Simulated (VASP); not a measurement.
# CsBr (Pm-3m) in VASP: settings compared

The runs below take CsBr through single point, relaxation of cell and atoms, with HF, HSE06, r2SCAN0, LDA.

Everything below comes from runs of VASP 6.6.1. Logs are shortened: lines on timing, memory, paths and dates and some standing lists are left out, and cuts for length are marked.

### 1 The cell of the first run

The structure is cubic, space group Pm-3m (No. 221). The conventional cell has a = 4.320 Å, b = 4.320 Å, c = 4.320 Å, α = 90.00°, β = 90.00°, γ = 90.00°. Within 4.9 Å of Cs (site symmetry m-3m) lie 8 Br at 3.74 Å and 6 Cs at 4.32 Å. Br (site symmetry m-3m) has 8 Cs at 3.74 Å and 6 Br at 4.32 Å within 4.9 Å.

### 2 Single point, HF

The input, POSCAR:

```
CsBr
1.0
    4.3195965033      0.0000000000      0.0000000000
    0.0000000000      4.3195965033      0.0000000000
    0.0000000000      0.0000000000      4.3195965033
Cs Br
1 1
Direct
    0.0000000000      0.0000000000      0.0000000000
    0.5000000000      0.5000000000      0.5000000000
```

The input, INCAR.step1:

```
SYSTEM = CsBr
ALGO = Normal ; EDIFF = 1E-5
ENCUT = 400 ; GGA = PE
GGA_COMPAT = .False. ; ISIF = 2
ISMEAR = 0 ; LASPH = .True.
LCHARG = .False. ; LREAL = .False.
LWAVE = .True. ; NBANDS = 15
NELM = 120 ; PREC = Accurate
SIGMA = 0.01
```

The input, INCAR.step2:

```
SYSTEM = CsBr
AEXX = 1.0 ; AGGAC = 0.0
ALDAC = 0.0 ; ALGO = Normal
EDIFF = 1E-6 ; ENCUT = 400
GGA = PE ; GGA_COMPAT = .False.
ISIF = 2 ; ISMEAR = 0
ISTART = 1 ; LASPH = .True.
LCHARG = .False. ; LHFCALC = .True.
LREAL = .False. ; LWAVE = .False.
NBANDS = 15 ; NELM = 120
PREC = Accurate ; PRECFOCK = Normal
SIGMA = 0.01
```

The input, KPOINTS:

```
k-points
0
Gamma
  4 4 4
  0 0 0
```

Potentials or basis: VASP PAW PBE potentials, release 64 (Cs_sv, Br).

Command:

```console
> cat potpaw_PBE.64/Cs_sv/POTCAR potpaw_PBE.64/Br/POTCAR > POTCAR
> cp INCAR.step1 INCAR
> mpirun -np 1 vasp_std > vasp.out
> cp INCAR.step2 INCAR
> mpirun -np 1 vasp_std > vasp.out
```

OUTCAR:

```text
SYSTEM = CsBr
   AEXX = 1.0
   EDIFF = 1E-6
   ENCUT = 400
   GGA = PE
   ISIF = 2
   ISMEAR = 0
   ISTART = 1
   LASPH = .True.
   LHFCALC = .True.
   LREAL = .False.
   NELM = 120
   PREC = Accurate
   PRECFOCK = Normal

 ion  position               nearest neighbor table
   1  0.000  0.000  0.000-
   2  0.500  0.500  0.500-

  LATTYP: Found a simple cubic cell.
 ALAT       =     4.3195965033

  Lattice vectors:

 A1 = (   4.3195965033,   0.0000000000,   0.0000000000)
 A2 = (   0.0000000000,   4.3195965033,   0.0000000000)
 A3 = (   0.0000000000,   0.0000000000,   4.3195965033)

Analysis of symmetry for initial positions (statically):
=====================================================================
 Subroutine PRICEL returns:
 Original cell was already a primitive cell.

 Routine SETGRP: Setting up the symmetry group for a
 simple cubic supercell.

 Subroutine GETGRP returns: Found 48 space group operations
 (whereof 48 operations were pure point group operations)
 out of a pool of 48 trial point group operations.

The static configuration has the point symmetry O_h .

Analysis of symmetry for dynamics (positions and initial velocities):
=====================================================================
 Subroutine PRICEL returns:
 Original cell was already a primitive cell.

 Routine SETGRP: Setting up the symmetry group for a
 simple cubic supercell.

 Subroutine GETGRP returns: Found 48 space group operations
 (whereof 48 operations were pure point group operations)
 out of a pool of 48 trial point group operations.

The dynamic configuration has the point symmetry O_h .

 Subroutine INISYM returns: Found 48 space group operations
 (whereof 48 operations are pure point group operations),
 and found     1 'primitive' translations

----------------------------------------------------------------------------------------

                                     Primitive cell

  volume of cell :      80.5990

  direct lattice vectors                    reciprocal lattice vectors
     4.319596503  0.000000000  0.000000000     0.231503104  0.000000000  0.000000000
     0.000000000  4.319596503  0.000000000     0.000000000  0.231503104  0.000000000
     0.000000000  0.000000000  4.319596503     0.000000000  0.000000000  0.231503104

  length of vectors
     4.319596503  4.319596503  4.319596503     0.231503104  0.231503104  0.231503104
[... 82 lines left out ...]
   EFERMI_NEDOS =   21; number of points for ismear=-14 and -15
   IALGO  =     38    algorithm
   IMIX   =      1    mixing-type and parameters
     AMIX     =   0.40;   BMIX     =  1.00
     AMIX_MAG =   1.60;   BMIX_MAG =  1.00
  volume/ion in A,a.u.               =      40.30       271.95
  Fermi-wavevector in a.u.,A,eV,Ry     =   0.955004  1.804695 12.408945  0.912032
  Thomas-Fermi vector in A             =   2.083802
   LORBIT       =      0    0 simple, 1 ext, 2 COOP (PROOUT), +10 PAW based schemes
   GGA     = PE    functional components
   LHFCALC =     T    Hartree Fock is set to
   PRECFOCK=normal    Normal, Fast or Accurate (Low or Medium for compatibility)
   ENCUT4O =  -1.0   cutoff for four orbital integrals eV
   NKREDX  =     1    reduce k-point grid by
   NKREDY  =     1    reduce k-point grid by
   NKREDZ  =     1    reduce k-point grid by
   AEXX    =    1.0000 exact exchange contribution
   HFSCREEN=    0.0000 screening length (either q_TF or 0.3 A-1)
   HFSCREENC=   0.0000 screening length for correlation (either q_TF or 0.3 A-1)
   ENCUTFOCK=  -1.0 apply spherical cutoff to Coloumb kernel
   IVDW    =     0    specifies the selected vdW correction
   LEPSILON=     F    determine dielectric tensor
   LRPA    =     F    only Hartree local field effects (RPA)
 non-spin polarized calculation
 Gauss-broadening in eV      SIGMA  =   0.01
  energy-cutoff  :      400.00
  volume of cell :       80.60
 maximum number of plane-waves:      1492
  NGX = 24; NGY = 24; NGZ = 24

 number of electron      16.0000003 magnetization

 Free energy of the ion-electron system (eV)
  ---------------------------------------------------
  ext. energy  EPLUGINS =         0.00000000
  ---------------------------------------------------
  free energy    TOTEN  =       -11.28417105 eV

  energy without entropy =      -11.28417105  energy(sigma->0) =      -11.28417105

 E-fermi :  -4.1000     XC(G=0):   0.0000

 val. band max:       -4.2160544357   @ k =   0.0000   0.0000   0.0000
 cond. band min:       8.0922762175   @ k =   0.0000   0.0000   0.0000
 fundamental gap:     12.3083306532
 Fermi energy:        -4.1000292259

 k-point     1 :       0.0000    0.0000    0.0000
  band No.  band energies     occupation
      1     -29.1758      2.00000
      2     -20.7112      2.00000
      3     -11.6566      2.00000
      4     -11.6566      2.00000
      5     -11.6566      2.00000
      6      -4.2161      2.00000
      7      -4.2161      2.00000
      8      -4.2161      2.00000
      9       8.0923      0.00000
     10       8.4267      0.00000
     11       8.4267      0.00000
     12      13.6264      0.00000
     13      13.6264      0.00000
     14      13.6264      0.00000
[... 149 lines left out ...]
      2     -20.4550      2.00000
      3     -12.0980      2.00000
      4     -12.0980      2.00000
      5     -12.0980      2.00000
      6      -5.6275      2.00000
      7      -5.6275      2.00000
      8      -5.6275      2.00000
      9      12.6284      0.00000
     10      12.6284      0.00000
     11      12.6284      0.00000
     12      13.0554      0.00000
     13      13.0554      0.00000
     14      13.0554      0.00000
     15      16.4907      0.00000

------------------------ aborting loop because EDIFF is reached ----------------------------------------

  FORCE on cell =-STRESS in cart. coord.  units (eV):
  Direction    XX          YY          ZZ          XY          YZ          ZX
  --------------------------------------------------------------------------------------
  -------------------------------------------------------------------------------------
  Total        1.2014766      1.2014766      1.2014766      0.0000000      0.0000000      0.0000000
  in kB       23.8834104     23.8834104     23.8834104      0.0000000      0.0000000      0.0000000
  external PRESSURE =      23.8834104 kB  Pullay stress =       0.0000000 kB

 VOLUME and BASIS-vectors are now :
 -----------------------------------------------------------------------------
  energy-cutoff  :      400.00
  volume of cell :       80.60
      direct lattice vectors                 reciprocal lattice vectors
     4.319596503  0.000000000  0.000000000     0.231503104  0.000000000  0.000000000
     0.000000000  4.319596503  0.000000000     0.000000000  0.231503104  0.000000000
     0.000000000  0.000000000  4.319596503     0.000000000  0.000000000  0.231503104

 POSITION                                       TOTAL-FORCE (eV/Angst)
 -----------------------------------------------------------------------------------
      0.00000      0.00000      0.00000         0.000000      0.000000      0.000000
      2.15980      2.15980      2.15980         0.000000      0.000000      0.000000
 -----------------------------------------------------------------------------------
    total drift:                                0.000000      0.000000      0.000000

  FREE ENERGIE OF THE ION-ELECTRON SYSTEM (eV)
  ---------------------------------------------------
  free  energy   TOTEN  =       -11.2841710544 eV

  energy  without entropy=      -11.2841710544  energy(sigma->0) =      -11.28417105
```

OUTCAR.step1:

```text
SYSTEM = CsBr
   EDIFF = 1E-5
   ENCUT = 400
   GGA = PE
   ISIF = 2
   ISMEAR = 0
[... 385 lines left out ...]
      0.00000      0.00000      0.00000         0.000000      0.000000      0.000000
      2.15980      2.15980      2.15980         0.000000      0.000000      0.000000
 -----------------------------------------------------------------------------------
    total drift:                                0.000000      0.000000      0.000000

  FREE ENERGIE OF THE ION-ELECTRON SYSTEM (eV)
  ---------------------------------------------------
  free  energy   TOTEN  =        -6.0136707496 eV

  energy  without entropy=       -6.0136707496  energy(sigma->0) =       -6.01367075
```

Run time: 3.3 min. Hardware: 1 thread of Intel Xeon 6975P-C (Granite Rapids), shared host; peak memory 0.17 GiB.

Results:

| Quantity | Value |
| --- | --- |
| Free energy | -11.2842 eV |
| Pressure | 2.4 GPa |
| Band gap on the k mesh | 12.31 eV |

Levels at points of the mesh, in eV from the valence-band top:
```
           k point  band 5  band 6  band 7  band 8  band 9  band 10  band 11  band 12
(0.00, 0.00, 0.00)   -7.44    0.00    0.00    0.00   12.31    12.64    12.64    17.84
(0.50, 0.00, 0.00)   -7.29   -1.56   -0.24   -0.24   13.94    15.47    15.79    16.23
(0.50, 0.50, 0.00)   -7.22   -0.72   -0.72   -0.01   13.06    13.41    15.44    15.44
(0.50, 0.50, 0.50)   -7.88   -1.41   -1.41   -1.41   16.84    16.84    16.84    17.27
```

Caveat: the PAW data sets were made with another functional, which shifts forces and pressure a little; spin-orbit coupling is left out, which moves the levels of the heavy elements.

### 3 Single point, HSE06

This run uses another cell than the first one, of 41.37 Å³/atom.

The input, POSCAR:

```
CsBr
1.0
    4.3573698842      0.0000000000      0.0000000000
    0.0000000000      4.3573698842      0.0000000000
    0.0000000000      0.0000000000      4.3573698842
Cs Br
1 1
Direct
    0.0000000000      0.0000000000      0.0000000000
    0.5000000000      0.5000000000      0.5000000000
```

The input, INCAR.step1:

```
SYSTEM = CsBr
ALGO = Normal
EDIFF = 1E-5
ENCUT = 400
GGA = PE
GGA_COMPAT = .FALSE.
ISIF = 2
ISMEAR = -1
LASPH = .TRUE.
LCHARG = .FALSE.
LREAL = .FALSE.
LWAVE = .TRUE.
NBANDS = 15
NELM = 120
PREC = Accurate
SIGMA = 0.02
```

The input, INCAR.step2:

```
SYSTEM = CsBr
ALGO = Normal
EDIFF = 1E-6
ENCUT = 400
GGA = PE
GGA_COMPAT = .FALSE.
HFSCREEN = 0.2079
ISIF = 2
ISMEAR = -1
ISTART = 1
LASPH = .TRUE.
LCHARG = .FALSE.
LHFCALC = .TRUE.
LREAL = .FALSE.
LWAVE = .FALSE.
NBANDS = 15
NELM = 120
PREC = Accurate
PRECFOCK = Normal
SIGMA = 0.02
```

The input, KPOINTS:

```
k-points
0
G
  4 4 4
  0 0 0
```

Potentials or basis: VASP PAW PBE potentials, release 64 (Cs_sv, Br).

Command:

```console
> cat potpaw_PBE.64/Cs_sv/POTCAR potpaw_PBE.64/Br/POTCAR > POTCAR
> cp INCAR.step1 INCAR
> mpirun -np 1 vasp_std > vasp.out
> cp INCAR.step2 INCAR
> mpirun -np 1 vasp_std > vasp.out
```

Wall time 2.4 min (1 thread of Intel Xeon 6975P-C (Granite Rapids), shared host); peak memory 0.26 GiB.

The run converged. Its results:

- Free energy: -7.0017 eV
- Pressure: 0.0 GPa
- Band gap on the k mesh: 5.49 eV (least direct gap 5.50 eV)

Levels at points of the mesh, in eV from the valence-band top:
```
           k point  band 6  band 7  band 8  band 9  band 10  band 11
(0.00, 0.00, 0.00)   -0.02   -0.02   -0.02    5.49     6.10     6.10
(0.50, 0.00, 0.00)   -1.29   -0.19   -0.19    7.12     8.33     8.70
(0.50, 0.50, 0.00)   -0.61   -0.61    0.00    6.39     6.65     8.44
(0.50, 0.50, 0.50)   -1.13   -1.13   -1.13    9.44     9.44     9.44
```

Caveat: the PAW data sets were made with another functional, which shifts forces and pressure a little; spin-orbit coupling is left out, which moves the levels of the heavy elements. A k mesh can miss the band edges.

(Continued in part 2 of 2.)
